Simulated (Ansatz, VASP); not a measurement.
# Two plane-wave programs on Re

```
Re
1.0
     0.00000    1.91394    1.91394
     1.91394    0.00000    1.91394
     1.91394    1.91394    0.00000
Re
1
Direct
  0.00000 0.00000 0.00000
```

Alike in both runs: task single point; functional PBEsol; k mesh 16 × 16 × 16; occupations fermi-dirac, width 0.1 eV; no spin polarisation.

```csv
,VASP,Ansatz
version,VASP 6.6.1,Ansatz 0.2.0
potentials or method,"VASP PAW PBE potentials, release 64 (Re), cutoff 520 eV","plane waves (420 eV) with PAW, scalar-relativistic"
valence electrons in the cell,7,15
```

|  | VASP | Ansatz | Ansatz less VASP |
| --- | --- | --- | --- |
| pressure (GPa) | 17.9 | 17.5 | -0.41 |

VASP's potentials were made for PBE, not for PBEsol, and Ansatz warns of the same on its side. With one functional, cell and mesh, what is left measures potentials, basis and numerics. VASP's potentials hold 7 valence electrons a cell and Ansatz's 15, so a difference there can come from the potentials and not from the codes.

Neither program's run includes spin-orbit coupling.
